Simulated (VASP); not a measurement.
**InP: relaxation of cell and atoms with PBE**

The system is InP.

```
CELL_PARAMETERS angstrom
3.52012 0.00000 0.00000
-1.76006 3.04852 0.00000
0.00000 0.00000 3.43547
ATOMIC_POSITIONS crystal
In 0.00000 0.00000 0.00000
P 0.66667 0.33333 0.50000
```

The cell was built from a structure type or drawn by symmetry, and may not be a known phase.

```
Program                : VASP 6.6.1
Task                   : relaxation of cell and atoms
Functional             : PBE
Potentials or basis    : VASP PAW PBE potentials, release 64 (In_d, P)
Cutoff                 : 600 eV
k mesh                 : 6 × 6 × 6
Occupations            : gaussian, width 0.1 eV
Spin                   : no spin polarisation
Dipole correction      : no
Further INCAR settings : ALGO = Normal; EDIFF = 1e-06; IBRION = 2; EDIFFG = -0.04; NSW = 90; ISIF = 3
```

| Property | Result |
| --- | --- |
| Relaxed volume | 21.92 Å³/atom |
| Relaxed cell | a = 3.807 Å, b = 3.807 Å, c = 3.494 Å, α = 90.00°, β = 90.00°, γ = 120.00° |
| Space group after relaxing (to 0.1 Å) | P-6m2 (No. 187) |
| Energy gained by relaxing | 142.6 meV/atom |
| Ionic steps | 7 |
| Pressure after relaxing | 0.2 GPa |
| Band gap on the k mesh | zero (bands 9 and 10 overlap by 2.53 eV) |

The path:
```tsv
step	energy change (eV)	largest force (eV/Å)	pressure (GPa)	volume (Å³)
1	0.0000	0.0000	15.63	36.87
2	-0.2071	0.0000	-4.75	47.32
3	-0.2702	0.0000	0.08	43.30
4	-0.2702	0.0000	-0.14	43.44
5	-0.2823	0.0000	-0.07	43.64
6	-0.2842	0.0000	0.00	43.71
7	-0.2851	0.0000	0.16	43.85
```

Final structure:
```
CELL_PARAMETERS angstrom
3.80665 0.00000 0.00000
-1.90333 3.29666 0.00000
0.00000 0.00000 3.49421
ATOMIC_POSITIONS crystal
In 0.00000 0.00000 0.00000
P 0.66667 0.33333 0.50000
```

Levels at points of the mesh, in eV from the Fermi level:
| k point | band 6 | band 7 | band 8 | band 9 | band 10 | band 11 | band 12 | band 13 |
| --- | --- | --- | --- | --- | --- | --- | --- | --- |
| (0.00, 0.00, 0.00) | -12.02 | -0.83 | -0.50 | -0.26 | -0.26 | 4.85 | 4.85 | 5.05 |
| (0.50, 0.00, 0.00) | -10.13 | -6.48 | -1.86 | 0.66 | 1.08 | 5.13 | 5.89 | 6.20 |
| (0.00, 0.00, 0.50) | -10.24 | -7.15 | 0.68 | 0.68 | 3.82 | 4.46 | 6.09 | 6.09 |
| (0.50, 0.00, 0.50) | -8.62 | -4.61 | -3.84 | -2.58 | 0.06 | 3.49 | 3.97 | 5.32 |

Wall time 29 s on 1 thread of Intel(R) Xeon(R) 6975P-C (Granite Rapids), on a shared host, peak memory 0.17 GiB.

Caveat: the volume moved by over 15 % at a fixed basis, so the end points are rough; spin-orbit coupling is left out, which moves the levels of the heavy elements.
